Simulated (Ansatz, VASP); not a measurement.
# One calculation of ZnS, two programs

Contents of POSCAR:

```
ZnS
1.0
    0.0000000000      2.6940955616      2.6940955616
    2.6940955616      0.0000000000      2.6940955616
    2.6940955616      2.6940955616      0.0000000000
Zn S
1 1
Direct
    0.2500000000      0.2500000000      0.2500000000
    0.0000000000      0.0000000000      0.0000000000
```

The input INCAR.step1:

```
PREC = Accurate ; ENCUT = 520
EDIFF = 1E-5 ; ISMEAR = 0
SIGMA = 0.01 ; LREAL = F
LASPH = T ; NELM = 80
ALGO = Normal ; ISIF = 2
LWAVE = T ; LCHARG = F
NBANDS = 16 ; GGA = PE
```

Contents of INCAR.step2:

```
PREC = Accurate ; ENCUT = 520
EDIFF = 1E-6 ; ISMEAR = 0
SIGMA = 0.01 ; LREAL = F
LASPH = T ; NELM = 80
ALGO = Normal ; ISIF = 2
LWAVE = F ; LCHARG = F
GGA = PE ; LHFCALC = T
HFSCREEN = 0.2079 ; PRECFOCK = Normal
NBANDS = 16 ; ISTART = 1
```

File KPOINTS:

```
Automatic mesh
0
Gamma
  6 6 6
```

Input for Ansatz:

```yaml
crystal:
  lattice:
    - [0.0, 2.6940955616, 2.6940955616]
    - [2.6940955616, 0.0, 2.6940955616]
    - [2.6940955616, 2.6940955616, 0.0]
  atoms:
    - { symbol: Zn, position: [0.25, 0.25, 0.25] }
    - { symbol: S, position: [0.0, 0.0, 0.0] }
kpoints:
  mp_grid: { grid: [6, 6, 6] }
  band_path:
    path:
      - [0.0, 0.0, 0.0]
      - [-0.5, -0.5, 0.0]
      - [-0.375, -0.375, 0.25]
      - [-0.375, 0.0, 0.375]
      - [0.0, 0.0, 0.5]
      - [-0.5, -0.25, 0.25]
    npoints: 1
hamiltonian:
  xc: hse06
scf:
  occupations: { method: fixed }
  n_extra_bands: 4
output:
  forces: true
  stress: true
  eigenvalues: true
```

Alike in both runs: task single point; functional HSE06; k mesh 6 × 6 × 6; no spin polarisation.

|  | VASP | Ansatz |
| --- | --- | --- |
| version | VASP 6.6.1 | Ansatz 0.2.0 |
| potentials or method | VASP PAW PBE potentials, release 64 (Zn, S) | plane waves, PAW |
| plane-wave cutoff (eV) | 520 | 420 |
| occupations | gaussian, width 0.01 eV | fixed |
| valence electrons in the cell | 18 | 18 |

Ansatz gave:

| Property | Result |
| --- | --- |
| gap on the k mesh at the Fermi level (eV) | 3.38 |
| pressure (GPa) | 1.6 |

Q: What did VASP give for the same quantities?

A: gap on the k mesh at the Fermi level (eV): 3.37; pressure (GPa): 1.6.

Ansatz's warnings: stress exchange threshold loose, stress scf threshold loose.
